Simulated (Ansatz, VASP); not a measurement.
# One calculation of NiO2, two programs

```xyz
3
Lattice="2.8941 0.0000 0.0000 -1.4470 2.5063 0.0000 0.0000 0.0000 3.8332" Properties=species:S:1:pos:R:3 pbc="T T T"
Ni    0.0000    0.0000    1.9166
O     1.4470    0.8354    2.6179
O     0.0000    1.6709    1.2153
```

Alike in both runs: task single point; functional LDA; k mesh 12 × 12 × 6; occupations gaussian, width 0.05 eV; no spin polarisation.

|  | VASP | Ansatz |
| --- | --- | --- |
| version | VASP 6.6.1 | Ansatz 0.2.0 |
| potentials or method | VASP PAW LDA potentials, release 64 (Ni_sv_GW, O), cutoff 600 eV | scalar-relativistic, plane waves, PAW |
| valence electrons in the cell | 30 | 30 |

|  | VASP | Ansatz | Ansatz less VASP |
| --- | --- | --- | --- |
| gap on the k mesh at the Fermi level (eV) | 0.41 | 0.42 | +0.010 |
| least direct gap on the mesh (eV) | 0.69 | 0.70 | +0.008 |
| pressure (GPa) | 13.6 | 13.3 | -0.28 |
| traceless stress, the component that is largest in VASP (GPa) | 8.48 | 9.85 | +1.379 |
| rms of the force components (eV/Å) | 1.408 | 1.373 | -0.0342 |

LDA's correlation is that of Perdew and Zunger in VASP and of Perdew and Wang (1992) in Ansatz. Atom by atom the forces differ by 0.034 eV/Å (rms over components).
